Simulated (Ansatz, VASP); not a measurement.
**Mg5O in VASP and in Ansatz**

```xyz
6
Lattice="3.0976 0.0000 0.0000 -1.5488 2.6826 0.0000 0.0000 0.0000 13.2765" Properties=species:S:1:pos:R:3 pbc="T T T"
Mg    0.0000    1.7884   -0.8925
Mg    0.0000    0.0000    1.7324
Mg    0.0000    1.7884    4.4261
Mg    0.0000    0.0000    7.1188
Mg    0.0000    1.7884    9.7431
O     0.0000    0.0000   11.0633
```

Change from the starting cell: species swapped into the TmMg5 type (P3m1, No. 156).

Alike in both runs: functional PBE; k mesh 6 × 6 × 1; occupations gaussian, width 0.2 eV; no spin polarisation.

Ansatz relaxed the structure, and its values are those at the end. VASP's run is a single point on that final structure, the one shown.

|  | VASP | Ansatz |
| --- | --- | --- |
| version | VASP 6.6.1 | Ansatz 0.2.0 |
| potentials or method | VASP PAW PBE potentials, release 64 (Mg, O), cutoff 600 eV | scalar-relativistic, plane waves, PAW |
| valence electrons in the cell | 16 | 56 |

```csv
,VASP,Ansatz,Ansatz less VASP
gap on the k mesh at the Fermi level (eV),none,none,-
pressure (GPa),-0.3,0.0,+0.26
rms of the force components (eV/Å),0.004,0.009,+0.0046
```

A gap of «none» marks a metal or a gap that the smearing closes. VASP's potentials hold 16 valence electrons a cell and Ansatz's 56, so a difference there can come from the potentials and not from the codes.

The k mesh is coarse, so the values compare programs but aren't converged.
